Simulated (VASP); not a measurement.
Wanted: the native input for a VASP 6.6.1 run.

```
Task                   : single point
Functional             : PBE
Potentials or basis    : VASP PAW PBE potentials, release 64 (La, O)
Cutoff                 : 600 eV
k mesh                 : 4 × 4 × 4
Occupations            : gaussian, width 0.1 eV
Spin                   : no spin polarisation
Dipole correction      : no
Further INCAR settings : ALGO = Normal; EDIFF = 1e-06; NBANDS = 49
```

The structure of La3O lies in POSCAR:

```
La3O
1.0
    5.5163178800      0.0000000000      0.0000000000
    0.0000000000      5.5163178800      0.0000000000
    0.0000000000      0.0000000000      5.5163178800
La O
6 2
Direct
    0.2500000000      0.0000000000      0.5000000000
    0.7500000000      0.0000000000      0.5000000000
    0.0000000000      0.5000000000      0.2500000000
    0.0000000000      0.5000000000      0.7500000000
    0.5000000000      0.7500000000      0.0000000000
    0.5000000000      0.2500000000      0.0000000000
    0.0000000000      0.0000000000      0.0000000000
    0.5000000000      0.5000000000      0.5000000000
```

The cell was built from a structure type or drawn by symmetry, and may not be a known phase.

These files were run (other wordings do the same):

INCAR

```
SYSTEM = La3O
PREC = Accurate
ENCUT = 600
EDIFF = 1E-6
ISMEAR = 0
SIGMA = 0.1
LREAL = .False.
LASPH = .True.
NELM = 200
ALGO = Normal
ISIF = 2
LWAVE = .False.
LCHARG = .True.
GGA = PE
LELF = .True.
LVHAR = .True.
NBANDS = 49
GGA_COMPAT = .False.
LMAXMIX = 6
```

KPOINTS

```
regular mesh
0
Gamma
  4 4 4
  0 0 0
```

Potentials or basis: VASP PAW PBE potentials, release 64 (La, O).

Run with:

```console
$ cat potpaw_PBE.64/La/POTCAR potpaw_PBE.64/O/POTCAR > POTCAR
$ mpirun -np 1 vasp_std > vasp.out
```

Results of the run:

```json
{
 "Pressure": "13.3 GPa",
 "Band gap on the k mesh": "zero (bands 39 and 40 overlap by 0.87 eV)"
}
```

Caveat: the cell stands under pressure; spin-orbit coupling is left out, which moves the levels of the heavy elements.

It took 8.6 min on 1 thread of Intel Xeon 8259CL, with other jobs on the host, peak memory 0.36 GiB.
